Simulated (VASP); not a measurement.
# Pb in VASP: a series of runs

Aim: see how the results for Pb move with the level of theory and the settings. Levels: pbe exchange, pbesol correlation, PBE, RPBE, r2SCAN+rVV10. Tasks: single point, relaxation of cell and atoms.

Everything below comes from runs of VASP 6.6.1. Logs are shortened: lines on timing, memory, paths and dates and some standing lists are left out, and cuts for length are marked.

### Step 1. The cell of the first run

The structure is cubic, space group Im-3m (No. 229). Conventional cell: a = 4.011 Å, b = 4.011 Å, c = 4.011 Å, α = 90.00°, β = 90.00°, γ = 90.00°. Within 4.6 Å of Pb (site symmetry m-3m) lie 14 Pb at 3.47 to 4.01 Å.

This isn't the form of Pb at room conditions, which is fcc.

### Step 2. Single point, pbe exchange, pbesol correlation (32.27 Å³/atom)

Input file INCAR:

```
SYSTEM = Pb
ALGO = Normal ; EDIFF = 1E-6
ENCUT = 500 ; GGA = LIBXC
GGA_COMPAT = .False. ; ISIF = 2
ISMEAR = 0 ; LASPH = .True.
LCHARG = .True. ; LELF = .True.
LIBXC1 = GGA_X_PBE ; LIBXC2 = GGA_C_PBE_SOL
LREAL = .False. ; LVHAR = .True.
LWAVE = .False. ; NBANDS = 13
NELM = 120 ; PREC = Accurate
SIGMA = 0.01
```

Input file KPOINTS:

```
k-points
0
Gamma
  9 9 9
  0 0 0
```

Input file POSCAR:

```
Pb
1.0
   -2.0057107064      2.0057107064      2.0057107064
    2.0057107064     -2.0057107064      2.0057107064
    2.0057107064      2.0057107064     -2.0057107064
Pb
1
Direct
    0.0000000000      0.0000000000      0.0000000000
```

Potentials or basis: VASP PAW PBE potentials, release 64 (Pb_d).

On the command line:

```console
$ cat potpaw_PBE.64/Pb_d/POTCAR > POTCAR
$ mpirun -np 1 vasp_std > vasp.out
```

OUTCAR:

```text
SYSTEM = Pb
   EDIFF = 1E-6
   ENCUT = 500
   GGA = LIBXC
   ISIF = 2
   ISMEAR = 0
   LASPH = .True.
   LREAL = .False.
   NELM = 120
   PREC = Accurate

 ion  position               nearest neighbor table
   1  0.000  0.000  0.000-

  LATTYP: Found a body centered cubic cell.
 ALAT       =     4.0114214128

  Lattice vectors:

 A1 = (  -2.0057107064,   2.0057107064,   2.0057107064)
 A2 = (   2.0057107064,  -2.0057107064,   2.0057107064)
 A3 = (   2.0057107064,   2.0057107064,  -2.0057107064)

Analysis of symmetry for initial positions (statically):
=====================================================================
 Subroutine PRICEL returns:
 Original cell was already a primitive cell.

 Routine SETGRP: Setting up the symmetry group for a
 body centered cubic supercell.

 Subroutine GETGRP returns: Found 48 space group operations
 (whereof 48 operations were pure point group operations)
 out of a pool of 48 trial point group operations.

The static configuration has the point symmetry O_h .

Analysis of symmetry for dynamics (positions and initial velocities):
=====================================================================
 Subroutine PRICEL returns:
 Original cell was already a primitive cell.

 Routine SETGRP: Setting up the symmetry group for a
 body centered cubic supercell.

 Subroutine GETGRP returns: Found 48 space group operations
 (whereof 48 operations were pure point group operations)
 out of a pool of 48 trial point group operations.

The dynamic configuration has the point symmetry O_h .

 Subroutine INISYM returns: Found 48 space group operations
 (whereof 48 operations are pure point group operations),
 and found     1 'primitive' translations

----------------------------------------------------------------------------------------

                                     Primitive cell

  volume of cell :      32.2749

  direct lattice vectors                    reciprocal lattice vectors
    -2.005710706  2.005710706  2.005710706     0.000000000  0.249288194  0.249288194
     2.005710706 -2.005710706  2.005710706     0.249288194  0.000000000  0.249288194
     2.005710706  2.005710706 -2.005710706     0.249288194  0.249288194  0.000000000

  length of vectors
     3.473992849  3.473992849  3.473992849     0.352546745  0.352546745  0.352546745

  position of ions in fractional coordinates (direct lattice)
     0.000000000  0.000000000  0.000000000

  ion indices of the primitive-cell ions
   primitive index   ion index
                 1           1

----------------------------------------------------------------------------------------

 KPOINTS: k-points

Automatic generation of k-mesh.
 Grid dimensions read from file:
 generate k-points for:    9    9    9

 Generating k-lattice:

  Cartesian coordinates                     Fractional coordinates (reciprocal lattice)
     0.000000000  0.027698688  0.027698688     0.111111111  0.000000000  0.000000000
     0.027698688  0.000000000  0.027698688     0.000000000  0.111111111  0.000000000
     0.027698688  0.027698688  0.000000000     0.000000000  0.000000000  0.111111111

  Length of vectors
     0.039171861  0.039171861  0.039171861

  Shift w.r.t. Gamma in fractional coordinates (k-lattice)
     0.000000000  0.000000000  0.000000000

 Subroutine IBZKPT returns following result:
 ===========================================

 Found     35 irreducible k-points:

 Following reciprocal coordinates:
            Coordinates               Weight
  0.000000  0.000000  0.000000      1.000000
  0.111111  0.000000  0.000000     12.000000
  0.222222  0.000000  0.000000     12.000000
  0.333333  0.000000  0.000000     12.000000
  0.444444  0.000000  0.000000     12.000000
  0.111111  0.111111  0.000000     24.000000
[... 16 lines left out ...]
 -0.333333  0.444444  0.111111     48.000000
 -0.444444 -0.444444  0.111111     24.000000
 [... further k-points ...]
   k-points           NKPTS =     35   k-points in BZ     NKDIM =     35   number of bands    NBANDS=     13
   number of dos      NEDOS =    301   number of ions     NIONS =      1
   total plane-waves  NPLWV =  21952
   dimension x,y,z NGX =    28 NGY =   28 NGZ =   28
   dimension x,y,z NGXF=    56 NGYF=   56 NGZF=   56
   ions per type =               1
   NGX,Y,Z   is equivalent  to a cutoff of  13.40, 13.40, 13.40 a.u.
   NGXF,Y,Z  is equivalent  to a cutoff of  26.80, 26.80, 26.80 a.u.
 SYSTEM =  Pb
   PREC   = accura    normal or accurate (medium, high low for compatibility)
   ISTART =      0    job   : 0-new  1-cont  2-samecut
   ICHARG =      2    charge: 1-file 2-atom 10-const
   ISPIN  =      1    spin polarized calculation?
   LNONCOLLINEAR =      F non collinear calculations
   LSORBIT =      F    spin-orbit coupling
   LASPH  =      T    aspherical Exc in radial PAW
   ENCUT  =  500.0 eV  36.75 Ry    6.06 a.u.   6.33  6.33  6.33*2*pi/ulx,y,z
   NELM   =    120;   NELMIN=  2; NELMDL= -5     # of ELM steps
   EDIFF  = 0.1E-05   stopping-criterion for ELM
   LREAL  =      F    real-space projection
   EDIFFG = 0.1E-04   stopping-criterion for IOM
   NSW    =      0    number of steps for IOM
   IBRION =     -1    ionic relax: 0-MD 1-quasi-New 2-CG
   NFREE  =      0    steps in history (QN), initial steepest desc. (CG)
   ISIF   =      2    stress and relaxation
   ISYM   =      2    0-nonsym 1-usesym 2-fastsym
   POTIM  = 0.5000    time-step for ionic-motion
   TEBEG  =    0.0;   TEEND  =   0.0 temperature during run
   PSTRESS=    0.0 pullay stress
   NELECT =      14.0000    total number of electrons
   NUPDOWN=      -1.0000    fix difference up-down
   EMIN   =  10.00;   EMAX   =-10.00  energy-range for DOS
   EFERMI =   0.00;   METHOD = LEGACY
   ISMEAR =     0;   SIGMA  =   0.01  broadening in eV -4-tet -1-fermi 0-gaus
   EFERMI_NEDOS =   21; number of points for ismear=-14 and -15
   IALGO  =     38    algorithm
   IMIX   =      4    mixing-type and parameters
     AMIX     =   0.40;   BMIX     =  1.00
     AMIX_MAG =   1.60;   BMIX_MAG =  1.00
  volume/ion in A,a.u.               =      32.27       217.80
  Fermi-wavevector in a.u.,A,eV,Ry     =   1.239260  2.341862 20.895368  1.535766
  Thomas-Fermi vector in A             =   2.373751
   LORBIT       =      0    0 simple, 1 ext, 2 COOP (PROOUT), +10 PAW based schemes
   GGA     = LIBXC    functional components
   LHFCALC =     F    Hartree Fock is set to
   AEXX    =    0.0000 exact exchange contribution
   IVDW    =     0    specifies the selected vdW correction
   LEPSILON=     F    determine dielectric tensor
   LRPA    =     F    only Hartree local field effects (RPA)
 non-spin polarized calculation
 Gauss-broadening in eV      SIGMA  =   0.01
  energy-cutoff  :      500.00
  volume of cell :       32.27
 maximum number of plane-waves:       836
 NGX is ok and might be reduce to    28
   NGX = 13   NGY = 13   NGZ = 13

 number of electron      13.9999997 magnetization

 Free energy of the ion-electron system (eV)
  ---------------------------------------------------
  ext. energy  EPLUGINS =         0.00000000
  ---------------------------------------------------
  free energy    TOTEN  =        -3.43308648 eV

  energy without entropy =       -3.43304501  energy(sigma->0) =       -3.43306575

 E-fermi :   6.6243     XC(G=0):  -9.8867

 val. band max:        6.5330847627   @ k =   0.3333   0.2222   0.0000
 cond. band min:       6.6365513830   @ k =  -0.2222   0.3333   0.1111
 fundamental gap:      0.1034666204
 Fermi energy:         6.6243066666

 k-point     1 :       0.0000    0.0000    0.0000
  band No.  band energies     occupation
      1     -10.5637      2.00000
      2     -10.5637      2.00000
      3     -10.5637      2.00000
      4     -10.3625      2.00000
      5     -10.3625      2.00000
      6      -4.8163      2.00000
      7      13.5734      0.00000
      8      13.5734      0.00000
      9      13.5734      0.00000
     10      17.5954      0.00000
     11      17.6714      0.00000
     12      17.6714      0.00000
     13      17.6714      0.00000

 k-point     2 :       0.1111    0.0000    0.0000
  band No.  band energies     occupation
      1     -10.5718      2.00000
      2     -10.5534      2.00000
      3     -10.5273      2.00000
      4     -10.3714      2.00000
      5     -10.3635      2.00000
      6      -4.5823      2.00000
      7      11.5042      0.00000
      8      12.8717      0.00000
      9      13.3038      0.00000
     10      16.3359      0.00000
     11      17.0236      0.00000
     12      17.4822      0.00000
     13      18.8686      0.00000

 k-point     3 :       0.2222    0.0000    0.0000
  band No.  band energies     occupation
      1     -10.5921      2.00000
      2     -10.5362      2.00000
      3     -10.4333      2.00000
      4     -10.3874      2.00000
      5     -10.3657      2.00000
      6      -3.8867      2.00000
      7       8.2867      0.00000
      8      11.5725      0.00000
      9      12.6309      0.00000
     10      15.0665      0.00000
     11      16.1985      0.00000
     12      17.7888      0.00000
     13      19.6889      0.00000

 k-point     4 :       0.3333    0.0000    0.0000
  band No.  band energies     occupation
      1     -10.6152      2.00000
      2     -10.5386      2.00000
      3     -10.3877      2.00000
      4     -10.3680      2.00000
      5     -10.3237      2.00000
      6      -2.7857      2.00000
      7       5.3306      2.00000
      8      10.4662      0.00000
      9      11.9494      0.00000
     10      14.2861      0.00000
     11      15.6296      0.00000
     12      18.7493      0.00000
     13      20.2995      0.00000

 k-point     5 :       0.4444    0.0000    0.0000
  band No.  band energies     occupation
      1     -10.6302      2.00000
      2     -10.5526      2.00000
      3     -10.3774      2.00000
      4     -10.3694      2.00000
      5     -10.2504      2.00000
      6      -1.6034      2.00000
      7       3.1901      2.00000
      8       9.8557      0.00000
      9      11.5530      0.00000
     10      13.9186      0.00000
     11      15.3465      0.00000
     12      19.8471      0.00000
     13      20.8771      0.00000
[... 257 lines left out ...]
 k-point    22 :      -0.4444    0.4444    0.1111
  band No.  band energies     occupation
      1     -10.5899      2.00000
      2     -10.5357      2.00000
      3     -10.3992      2.00000
      4     -10.3847      2.00000
      5     -10.2541      2.00000
      6      -1.4127      2.00000
      7       3.4437      2.00000
      8       9.1872      0.00000
      9      10.4902      0.00000
     10      15.2394      0.00000
     11      16.3324      0.00000
     12      17.4707      0.00000
     13      19.3698      0.00000

 k-point    23 :      -0.3333    0.4444    0.1111
  band No.  band energies     occupation
      1     -10.5538      2.00000
      2     -10.5036      2.00000
      3     -10.4199      2.00000
      4     -10.3932      2.00000
      5     -10.2917      2.00000
      6      -1.6219      2.00000
      7       4.6314      2.00000
      8       7.5986      0.00000
      9      10.9573      0.00000
     10      14.9498      0.00000
     11      15.9364      0.00000
     12      18.9916      0.00000
     13      19.2259      0.00000

 k-point    24 :      -0.4444   -0.4444    0.1111
  band No.  band energies     occupation
      1     -10.5587      2.00000
      2     -10.5107      2.00000
      3     -10.4296      2.00000
      4     -10.3775      2.00000
      5     -10.2616      2.00000
      6      -0.9133      2.00000
      7       3.5610      2.00000
      8       7.2295      0.00000
      9      10.8612      0.00000
     10      15.1813      0.00000
     11      16.5678      0.00000
     12      17.4256      0.00000
     13      19.0509      0.00000

 [... further k-points ...]
[... 5 lines left out ...]
  --------------------------------------------------------------------------------------
  -------------------------------------------------------------------------------------
  Total       -0.0763566     -0.0763566     -0.0763566      0.0000000     -0.0000000      0.0000000
  in kB       -3.7904649     -3.7904649     -3.7904649      0.0000000     -0.0000000      0.0000000
  external PRESSURE =      -3.7904649 kB  Pullay stress =       0.0000000 kB

 VOLUME and BASIS-vectors are now :
 -----------------------------------------------------------------------------
  energy-cutoff  :      500.00
  volume of cell :       32.27
      direct lattice vectors                 reciprocal lattice vectors
    -2.005710706  2.005710706  2.005710706     0.000000000  0.249288194  0.249288194
     2.005710706 -2.005710706  2.005710706     0.249288194  0.000000000  0.249288194
     2.005710706  2.005710706 -2.005710706     0.249288194  0.249288194  0.000000000

 POSITION                                       TOTAL-FORCE (eV/Angst)
 -----------------------------------------------------------------------------------
      0.00000      0.00000      0.00000         0.000000     -0.000000      0.000000
 -----------------------------------------------------------------------------------
    total drift:                               -0.000000     -0.000000     -0.000000

  FREE ENERGIE OF THE ION-ELECTRON SYSTEM (eV)
  ---------------------------------------------------
  free  energy   TOTEN  =        -3.4330864829 eV

  energy  without entropy=       -3.4330450106  energy(sigma->0) =       -3.43306575
```

Wall time 6.6 s (1 thread of Intel Xeon 6975P-C (Granite Rapids), shared host); peak memory 0.16 GiB.

What came out:

```
Free energy            : -3.4331 eV
Pressure               : -0.4 GPa
Band gap on the k mesh : zero (bands 7 and 8 overlap by 8.89 eV)
```

Levels at points of the mesh, in eV from the Fermi level:
| k point | band 5 | band 6 | band 7 | band 8 | band 9 | band 10 |
| --- | --- | --- | --- | --- | --- | --- |
| (0.00, 0.00, 0.00) | -16.99 | -11.44 | 6.95 | 6.95 | 6.95 | 10.97 |

Caveat: the PAW data sets were made with another functional, which shifts forces and pressure a little; spin-orbit coupling is left out, which moves the levels of the heavy elements.

### Step 3. Single point, pbe exchange, pbesol correlation (32.90 Å³/atom)

This run uses another cell than the first one, of 32.90 Å³/atom.

Input file INCAR:

```
  PREC = Accurate
  ENCUT = 500
  EDIFF = 1E-6
  ISMEAR = 0
  SIGMA = 0.01
  LREAL = False
  LASPH = True
  NELM = 120
  ALGO = Normal
  ISIF = 2
  LWAVE = False
  LCHARG = True
  GGA = LIBXC
  LIBXC1 = GGA_X_PBE
  LIBXC2 = GGA_C_PBE_SOL
  LELF = True
  LVHAR = True
  NBANDS = 13
  GGA_COMPAT = False
```

Input file KPOINTS:

```
Automatic mesh
0
Gamma
  9 9 9
```

Input file POSCAR:

```
Pb
1.0
   -2.0184862782      2.0184862782      2.0184862782
    2.0184862782     -2.0184862782      2.0184862782
    2.0184862782      2.0184862782     -2.0184862782
Pb
1
Direct
    0.0000000000      0.0000000000      0.0000000000
```

Potentials or basis: VASP PAW PBE potentials, release 64 (Pb_d).

On the command line:

```console
$ cat potpaw_PBE.64/Pb_d/POTCAR > POTCAR
$ mpirun -np 1 vasp_std > vasp.out
```

OUTCAR:

```text
PREC = Accurate
   ENCUT = 500
   EDIFF = 1E-6
   ISMEAR = 0
   LREAL = False
   LASPH = True
   NELM = 120
   ISIF = 2
   GGA = LIBXC

 ion  position               nearest neighbor table
   1  0.000  0.000  0.000-

  LATTYP: Found a body centered cubic cell.
 ALAT       =     4.0369725564

  Lattice vectors:

 A1 = (  -2.0184862782,   2.0184862782,   2.0184862782)
 A2 = (   2.0184862782,  -2.0184862782,   2.0184862782)
 A3 = (   2.0184862782,   2.0184862782,  -2.0184862782)

Analysis of symmetry for initial positions (statically):
[... 553 lines left out ...]
      5     -10.4673      2.00000
      6      -1.1179      2.00000
      7       3.4310      2.00000
      8       7.0243      0.00000
      9      10.5783      0.00000
     10      14.8857      0.00000
     11      16.2637      0.00000
     12      17.1423      0.00000
     13      18.7210      0.00000

 [... further k-points ...]
[... 5 lines left out ...]
  --------------------------------------------------------------------------------------
  -------------------------------------------------------------------------------------
  Total       -0.2227212     -0.2227212     -0.2227212      0.0000000      0.0000000      0.0000000
  in kB      -10.8476275    -10.8476275    -10.8476275      0.0000000      0.0000000      0.0000000
  external PRESSURE =     -10.8476275 kB  Pullay stress =       0.0000000 kB

 VOLUME and BASIS-vectors are now :
 -----------------------------------------------------------------------------
  energy-cutoff  :      500.00
  volume of cell :       32.90
      direct lattice vectors                 reciprocal lattice vectors
    -2.018486278  2.018486278  2.018486278     0.000000000  0.247710379  0.247710379
     2.018486278 -2.018486278  2.018486278     0.247710379  0.000000000  0.247710379
     2.018486278  2.018486278 -2.018486278     0.247710379  0.247710379  0.000000000

 POSITION                                       TOTAL-FORCE (eV/Angst)
 -----------------------------------------------------------------------------------
      0.00000      0.00000      0.00000        -0.000000     -0.000000      0.000000
 -----------------------------------------------------------------------------------
    total drift:                               -0.000000     -0.000000     -0.000000

  FREE ENERGIE OF THE ION-ELECTRON SYSTEM (eV)
  ---------------------------------------------------
  free  energy   TOTEN  =        -3.4304824136 eV

  energy  without entropy=       -3.4304409414  energy(sigma->0) =       -3.43046168
```

OSZICAR:

```text
N       E                     dE             d eps       ncg     rms          rms(c)
DAV:   1     0.105523834583E+03    0.10552E+03   -0.69217E+03   920   0.118E+03
DAV:   2     0.167879505832E+01   -0.10385E+03   -0.10089E+03   955   0.303E+02
DAV:   3    -0.332155118677E+01   -0.50003E+01   -0.49829E+01  1128   0.732E+01
DAV:   4    -0.343584251728E+01   -0.11429E+00   -0.11426E+00  1128   0.119E+01
DAV:   5    -0.344013097066E+01   -0.42885E-02   -0.42884E-02  1249   0.209E+00    0.451E-01
DAV:   6    -0.343233585861E+01    0.77951E-02   -0.11186E-02  1169   0.177E+00    0.230E-01
DAV:   7    -0.343052091656E+01    0.18149E-02   -0.48324E-03  1158   0.108E+00    0.824E-02
DAV:   8    -0.343048222496E+01    0.38692E-04   -0.34720E-04  1169   0.295E-01    0.921E-03
DAV:   9    -0.343048241363E+01   -0.18867E-06   -0.83133E-06  1289   0.441E-02
   1 F= -.34304824E+01 E0= -.34304617E+01  d E =-.414723E-04
```

stdout:

```text
POSCAR found type information on POSCAR Pb
 POSCAR found :  1 types and       1 ions
 scaLAPACK will be used
 -----------------------------------------------------------------------------
|                                                                             |
|                                                                             |
|     You enforced a specific xc type in the INCAR file but a different       |
|     I HOPE YOU KNOW WHAT YOU ARE DOING!                                     |
|                                                                             |
 -----------------------------------------------------------------------------

 LDA part: xc-table for (None,None), standard interpolation
 POSCAR, INCAR and KPOINTS ok, starting setup
 FFT: planning ... GRIDC
 FFT: planning ... GRID_SOFT
 FFT: planning ... GRID
 WAVECAR not read
 entering main loop
```

It took 9.3 s on 1 thread of Intel Xeon 6975P-C (Granite Rapids), shared host; peak memory 0.16 GiB.

Results:

- Free energy: -3.4305 eV
- Pressure: -1.1 GPa
- Band gap on the k mesh: zero (bands 7 and 8 overlap by 8.68 eV)

Caveat: the PAW data sets were made with another functional, which shifts forces and pressure a little; spin-orbit coupling is left out, which moves the levels of the heavy elements.

[end of part 1 of 2]
